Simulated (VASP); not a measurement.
# Al3Cu (R-3m) in VASP: further runs

Runs on Al3Cu. Level: r2SCAN. Tasks: single point.

Everything below comes from runs of VASP 6.6.1. Logs are shortened: lines on timing, memory, paths and dates and some standing lists are left out, and cuts for length are marked.

## (1) The cell of the first run

Symmetry: R-3m, No. 166, trigonal system. Conventional cell: a = 4.365 Å, b = 4.365 Å, c = 10.693 Å, α = 90.00°, β = 90.00°, γ = 120.00°. Al (site symmetry 2/m) has 4 Al at 2.18 Å and 2 Cu at 2.18 Å within 2.9 Å. Within 2.9 Å of Cu (site symmetry -3m) lie 6 Al at 2.18 Å.

## (2) Single point, r2SCAN

File POSCAR:

```
Al3Cu
1.0
    4.1157294940      1.0289323735      1.0289323735
    1.0289323735      4.1157294940      1.0289323735
    1.0289323735      1.0289323735      4.1157294940
Al Cu
3 1
Direct
    0.0000000000      0.5000000000      0.5000000000
    0.5000000000      0.0000000000      0.5000000000
    0.5000000000      0.5000000000      0.0000000000
    0.0000000000      0.0000000000      0.0000000000
```

File INCAR.step1:

```
ALGO     = Normal         # electronic algorithm
EDIFF    = 1E-4           # SCF threshold, eV
ENCUT    = 520            # plane-wave cutoff, eV
GGA      = PE             # functional
ISMEAR   = 0              # smearing method
LASPH    = True           # aspherical terms in the spheres
LCHARG   = False          # write CHGCAR
LREAL    = False          # projectors in reciprocal space
LWAVE    = True           # write WAVECAR
NBANDS   = 18             # bands
NELM     = 80             # most SCF steps
PREC     = Accurate       # precision mode
SIGMA    = 0.15           # smearing width, eV
```

File INCAR.step2:

```
ALGO     = Normal         # electronic algorithm
EDIFF    = 1E-6           # SCF threshold, eV
ENCUT    = 520            # plane-wave cutoff, eV
ISIF     = 2              # what is computed and relaxed
ISMEAR   = 0              # smearing method
ISTART   = 1            
LASPH    = True           # aspherical terms in the spheres
LCHARG   = False          # write CHGCAR
LMIXTAU  = True         
LREAL    = False          # projectors in reciprocal space
LWAVE    = False          # write WAVECAR
METAGGA  = R2SCAN         # meta-GGA
NBANDS   = 18             # bands
NELM     = 80             # most SCF steps
PREC     = Accurate       # precision mode
SIGMA    = 0.15           # smearing width, eV
```

File KPOINTS:

```
k-points
0
Gamma
  14 14 14
```

Potentials or basis: VASP PAW PBE potentials, release 64 (Al, Cu).

Command:

```console
> cat potpaw_PBE.64/Al/POTCAR potpaw_PBE.64/Cu/POTCAR > POTCAR
> cp INCAR.step1 INCAR
> mpirun -np 1 vasp_std > vasp.out
> cp INCAR.step2 INCAR
> mpirun -np 1 vasp_std > vasp.out
```

OUTCAR:

```text
EDIFF = 1E-6
   ENCUT = 520
   ISIF = 2
   ISMEAR = 0
   ISTART = 1
   LASPH = True
   LREAL = False
   METAGGA = R2SCAN
   NELM = 80
   PREC = Accurate

 ion  position               nearest neighbor table
   1  0.000  0.500  0.500-   3 2.18   4 2.18   2 2.18   4 2.18   2 2.18   3 2.18
   2  0.500  0.000  0.500-   3 2.18   4 2.18   1 2.18   3 2.18   1 2.18   4 2.18
   3  0.500  0.500  0.000-   1 2.18   2 2.18   2 2.18   4 2.18   1 2.18   4 2.18
   4  0.000  0.000  0.000-   1 2.18   2 2.18   1 2.18   3 2.18   2 2.18   3 2.18

  LATTYP: Found a face centered cubic cell.
 ALAT       =     6.1735942410

  Lattice vectors:

 A1 = (   4.1157294940,   1.0289323735,   1.0289323735)
 A2 = (   1.0289323735,   4.1157294940,   1.0289323735)
 A3 = (   1.0289323735,   1.0289323735,   4.1157294940)

Analysis of symmetry for initial positions (statically):
=====================================================================
 Subroutine PRICEL returns:
 Original cell was already a primitive cell.

 Routine SETGRP: Setting up the symmetry group for a
 face centered cubic supercell.

 Subroutine GETGRP returns: Found 12 space group operations
 (whereof 12 operations were pure point group operations)
 out of a pool of 48 trial point group operations.

The static configuration has the point symmetry D_3d.

Analysis of symmetry for dynamics (positions and initial velocities):
=====================================================================
 Subroutine PRICEL returns:
 Original cell was already a primitive cell.

 Routine SETGRP: Setting up the symmetry group for a
 face centered cubic supercell.

 Subroutine GETGRP returns: Found 12 space group operations
 (whereof 12 operations were pure point group operations)
 out of a pool of 48 trial point group operations.

The dynamic configuration has the point symmetry D_3d.

 Subroutine INISYM returns: Found 12 space group operations
 (whereof 12 operations are pure point group operations),
 and found     1 'primitive' translations

----------------------------------------------------------------------------------------

                                     Primitive cell

  volume of cell :      58.8240

  direct lattice vectors                    reciprocal lattice vectors
     4.115729494  1.028932373  1.028932373     0.269966992 -0.053993398 -0.053993398
     1.028932373  4.115729494  1.028932373    -0.053993398  0.269966992 -0.053993398
     1.028932373  1.028932373  4.115729494    -0.053993398 -0.053993398  0.269966992

  length of vectors
     4.365390352  4.365390352  4.365390352     0.280557928  0.280557928  0.280557928

  position of ions in fractional coordinates (direct lattice)
     0.000000000  0.500000000  0.500000000
     0.500000000  0.000000000  0.500000000
     0.500000000  0.500000000  0.000000000
     0.000000000  0.000000000  0.000000000

  ion indices of the primitive-cell ions
   primitive index   ion index
                 1           1
                 2           2
                 3           3
                 4           4

----------------------------------------------------------------------------------------

 KPOINTS: k-points

Automatic generation of k-mesh.
 Grid dimensions read from file:
 generate k-points for:   14   14   14

 Generating k-lattice:

  Cartesian coordinates                     Fractional coordinates (reciprocal lattice)
     0.019283357 -0.003856671 -0.003856671     0.071428571  0.000000000  0.000000000
    -0.003856671  0.019283357 -0.003856671     0.000000000  0.071428571  0.000000000
    -0.003856671 -0.003856671  0.019283357     0.000000000  0.000000000  0.071428571

  Length of vectors
     0.020039852  0.020039852  0.020039852

  Shift w.r.t. Gamma in fractional coordinates (k-lattice)
     0.000000000  0.000000000  0.000000000

 Subroutine IBZKPT returns following result:
 ===========================================

 Found    288 irreducible k-points:

 Following reciprocal coordinates:
            Coordinates               Weight
  0.000000  0.000000  0.000000      1.000000
  0.071429 -0.000000  0.000000      6.000000
  0.071429  0.071429  0.071429      2.000000
  0.142857 -0.000000  0.000000      6.000000
  0.142857  0.142857  0.142857      2.000000
  0.214286 -0.000000 -0.000000      6.000000
[... 16 lines left out ...]
  0.285714  0.071429  0.000000     12.000000
  0.071429  0.071429 -0.214286      6.000000
 [... further k-points ...]
   k-points           NKPTS =    288   k-points in BZ     NKDIM =    288   number of bands    NBANDS=     18
   number of dos      NEDOS =    301   number of ions     NIONS =      4
   total plane-waves  NPLWV =  32768
   dimension x,y,z NGX =    32 NGY =   32 NGZ =   32
   dimension x,y,z NGXF=    64 NGYF=   64 NGZF=   64
   ions per type =               3   1
   NGX,Y,Z   is equivalent  to a cutoff of  12.19, 12.19, 12.19 a.u.
   NGXF,Y,Z  is equivalent  to a cutoff of  24.37, 24.37, 24.37 a.u.
 SYSTEM =  unknown system
   PREC   = accura    normal or accurate (medium, high low for compatibility)
   ISTART =      1    job   : 0-new  1-cont  2-samecut
   ICHARG =      0    charge: 1-file 2-atom 10-const
   ISPIN  =      1    spin polarized calculation?
   LNONCOLLINEAR =      F non collinear calculations
   LSORBIT =      F    spin-orbit coupling
   LASPH  =      T    aspherical Exc in radial PAW
   ENCUT  =  520.0 eV  38.22 Ry    6.18 a.u.   8.12  8.12  8.12*2*pi/ulx,y,z
   NELM   =     80;   NELMIN=  2; NELMDL=  0     # of ELM steps
   EDIFF  = 0.1E-05   stopping-criterion for ELM
   LREAL  =      F    real-space projection
   EDIFFG = 0.1E-04   stopping-criterion for IOM
   NSW    =      0    number of steps for IOM
   IBRION =     -1    ionic relax: 0-MD 1-quasi-New 2-CG
   NFREE  =      0    steps in history (QN), initial steepest desc. (CG)
   ISIF   =      2    stress and relaxation
   ISYM   =      2    0-nonsym 1-usesym 2-fastsym
   POTIM  = 0.5000    time-step for ionic-motion
   TEBEG  =    0.0;   TEEND  =   0.0 temperature during run
   PSTRESS=    0.0 pullay stress
   NELECT =      20.0000    total number of electrons
   NUPDOWN=      -1.0000    fix difference up-down
   EMIN   =  10.00;   EMAX   =-10.00  energy-range for DOS
   EFERMI =   0.00;   METHOD = LEGACY
   ISMEAR =     0;   SIGMA  =   0.15  broadening in eV -4-tet -1-fermi 0-gaus
   EFERMI_NEDOS =   21; number of points for ismear=-14 and -15
   IALGO  =     38    algorithm
   IMIX   =      4    mixing-type and parameters
     AMIX     =   0.40;   BMIX     =  1.00
     AMIX_MAG =   1.60;   BMIX_MAG =  1.00
  volume/ion in A,a.u.               =      14.71        99.24
  Fermi-wavevector in a.u.,A,eV,Ry     =   1.142615  2.159230 17.763358  1.305570
  Thomas-Fermi vector in A             =   2.279313
   LORBIT       =      0    0 simple, 1 ext, 2 COOP (PROOUT), +10 PAW based schemes
   METAGGA = R2SCAN    functional components
   LHFCALC =     F    Hartree Fock is set to
   AEXX    =    0.0000 exact exchange contribution
   IVDW    =     0    specifies the selected vdW correction
   LEPSILON=     F    determine dielectric tensor
   LRPA    =     F    only Hartree local field effects (RPA)
 non-spin polarized calculation
 Gauss-broadening in eV      SIGMA  =   0.15
  energy-cutoff  :      520.00
  volume of cell :       58.82
 maximum number of plane-waves:      1600
   NGX = 17   NGY = 17   NGZ = 17

 number of electron      19.9999990 magnetization

 Free energy of the ion-electron system (eV)
  ---------------------------------------------------
  ext. energy  EPLUGINS =         0.00000000
  ---------------------------------------------------
  free energy    TOTEN  =       -24.60948126 eV

  energy without entropy =      -24.59855478  energy(sigma->0) =      -24.60401802

 E-fermi :   7.8770     XC(G=0): -11.0421

 val. band max:        7.8755246448   @ k =   0.5000   0.3571   0.0714
 cond. band min:       7.8867160233   @ k =  -0.2857   0.4286   0.1429
 fundamental gap:      0.0111913785
 Fermi energy:         7.8770122185

 k-point     1 :       0.0000    0.0000    0.0000
  band No.  band energies     occupation
      1      -4.3176      2.00000
      2       1.6508      2.00000
      3       1.6508      2.00000
      4       2.9001      2.00000
      5       2.9001      2.00000
      6       3.0727      2.00000
[... 10 lines left out ...]
     17      13.5582      0.00000
     18      15.0744      0.00000

 k-point     2 :       0.0714   -0.0000    0.0000
  band No.  band energies     occupation
      1      -4.2565      2.00000
      2       1.5907      2.00000
      3       1.6638      2.00000
      4       2.8932      2.00000
      5       2.8955      2.00000
      6       3.0613      2.00000
[... 10 lines left out ...]
     17      13.7812      0.00000
     18      14.4677      0.00000

 k-point     3 :       0.0714    0.0714    0.0714
  band No.  band energies     occupation
      1      -4.2767      2.00000
      2       1.6485      2.00000
      3       1.6485      2.00000
      4       2.9035      2.00000
      5       2.9035      2.00000
      6       3.0614      2.00000
[... 10 lines left out ...]
     17      13.3981      0.00000
     18      15.4329      0.00000

 k-point     4 :       0.1429   -0.0000    0.0000
  band No.  band energies     occupation
      1      -4.0738      2.00000
      2       1.4201      2.00000
      3       1.7012      2.00000
      4       2.8710      2.00000
      5       2.8827      2.00000
      6       3.0098      2.00000
[... 375 lines left out ...]
      4       2.8648      2.00000
      5       2.9360      2.00000
      6       3.0124      2.00000
[... 10 lines left out ...]
     17      14.2771      0.00000
     18      16.3368      0.00000

 k-point    23 :       0.2857    0.0714    0.0000
  band No.  band energies     occupation
      1      -3.4787      2.00000
      2       0.9073      2.00000
      3       1.7973      2.00000
      4       2.4980      2.00000
      5       2.7976      2.00000
      6       2.8599      2.00000
[... 10 lines left out ...]
     17      14.0190      0.00000
     18      17.1660      0.00000

 k-point    24 :       0.0714    0.0714   -0.2143
  band No.  band energies     occupation
      1      -3.4197      2.00000
      2       0.8078      2.00000
      3       1.8261      2.00000
      4       2.2983      2.00000
      5       2.8023      2.00000
      6       2.8582      2.00000
[... 10 lines left out ...]
     17      14.4449      0.00000
     18      17.6607      0.00000

 [... further k-points ...]
[... 5 lines left out ...]
  --------------------------------------------------------------------------------------
  -------------------------------------------------------------------------------------
  Total       24.5234810     24.5234810     24.5234810    -12.8160570    -12.8160570    -12.8160570
  in kB      667.9415252    667.9415252    667.9415252   -349.0685788   -349.0685788   -349.0685788
  external PRESSURE =     667.9415252 kB  Pullay stress =       0.0000000 kB

 VOLUME and BASIS-vectors are now :
 -----------------------------------------------------------------------------
  energy-cutoff  :      520.00
  volume of cell :       58.82
      direct lattice vectors                 reciprocal lattice vectors
     4.115729494  1.028932373  1.028932373     0.269966992 -0.053993398 -0.053993398
     1.028932373  4.115729494  1.028932373    -0.053993398  0.269966992 -0.053993398
     1.028932373  1.028932373  4.115729494    -0.053993398 -0.053993398  0.269966992

 POSITION                                       TOTAL-FORCE (eV/Angst)
 -----------------------------------------------------------------------------------
      1.02893      2.57233      2.57233         0.000000     -0.000000     -0.000000
      2.57233      1.02893      2.57233         0.000000     -0.000000      0.000000
      2.57233      2.57233      1.02893        -0.000000      0.000000      0.000000
      0.00000      0.00000      0.00000         0.000000      0.000000     -0.000000
 -----------------------------------------------------------------------------------
    total drift:                               -0.000000     -0.000000     -0.000000

  FREE ENERGIE OF THE ION-ELECTRON SYSTEM (eV)
  ---------------------------------------------------
  free  energy   TOTEN  =       -24.6094812586 eV

  energy  without entropy=      -24.5985547795  energy(sigma->0) =      -24.60401802
```

Run time: 24 min. Hardware: 1 thread of Intel Xeon 8259CL, shared host; peak memory 0.4 GiB.

Results:

* Free energy: -24.6095 eV
* Pressure: 66.8 GPa
* Band gap on the k mesh: zero (bands 10 and 11 overlap by 2.06 eV)

Caveat: the cell stands under pressure; the PAW data sets were made with another functional, which shifts forces and pressure a little.

## (3) Single point, r2SCAN

This run uses another cell than the first one, of the same volume but with other edges.

File POSCAR:

```
Al3Cu
1.0
    3.9380389284     -0.4214137599     -0.4214137599
   -0.4214137599      3.9380389284     -0.4214137599
   -0.4214137599     -0.4214137599      3.9380389284
Al Cu
3 1
Direct
    0.0000000000      0.5000000000      0.5000000000
    0.5000000000      0.0000000000      0.5000000000
    0.5000000000      0.5000000000      0.0000000000
    0.0000000000      0.0000000000      0.0000000000
```

File INCAR.step1:

```
SYSTEM = Al3Cu
ALGO = Normal
EDIFF = 1E-4
ENCUT = 520
GGA = PE
ISMEAR = 0
LASPH = .TRUE.
LCHARG = .FALSE.
LREAL = .FALSE.
LWAVE = .TRUE.
NBANDS = 18
NELM = 100
PREC = Accurate
SIGMA = 0.15
```

File INCAR.step2:

```
SYSTEM = Al3Cu
ALGO = Normal
EDIFF = 1E-7
ENCUT = 520
ISIF = 2
ISMEAR = 0
ISTART = 1
LASPH = .TRUE.
LCHARG = .FALSE.
LMIXTAU = .TRUE.
LREAL = .FALSE.
LWAVE = .FALSE.
METAGGA = R2SCAN
NBANDS = 18
NELM = 100
PREC = Accurate
SIGMA = 0.15
```

File KPOINTS:

```
k-points
0
G
  14 14 14
  0 0 0
```

Potentials or basis: VASP PAW PBE potentials, release 64 (Al, Cu).

Command:

```console
> cat potpaw_PBE.64/Al/POTCAR potpaw_PBE.64/Cu/POTCAR > POTCAR
> cp INCAR.step1 INCAR
> mpirun -np 1 vasp_std > vasp.out
> cp INCAR.step2 INCAR
> mpirun -np 1 vasp_std > vasp.out
```

Wall time 29 min (1 thread of Intel Xeon 8259CL, shared host); peak memory 0.39 GiB.

It converged, with:

- Free energy: -30.0307 eV
- Pressure: 10.6 GPa
- Band gap on the k mesh: zero (bands 10 and 11 overlap by 6.06 eV)

Stress tensor (GPa, compression positive):
```
10.56  9.57  9.57
 9.57 10.56  9.57
 9.57  9.57 10.56
```

Levels at points of the mesh, in eV from the Fermi level:
```
           k point  band 7  band 8  band 9  band 10  band 11  band 12  band 13  band 14
(0.00, 0.00, 0.00)   -2.16   -2.16   -1.39     0.50     1.37     1.37     2.84     3.98
(0.50, 0.00, 0.00)   -3.44   -0.93   -0.74    -0.52    -0.02     3.28     3.89     5.44
(0.50, 0.50, 0.00)   -3.47   -3.41   -2.85     0.26     1.24     2.49     2.64     3.79
(0.50, 0.50, 0.50)   -3.52   -3.52   -3.05    -2.38    -2.38    -0.68     2.35     9.31
```

Caveat: the cell stands under pressure; the PAW data sets were made with another functional, which shifts forces and pressure a little.
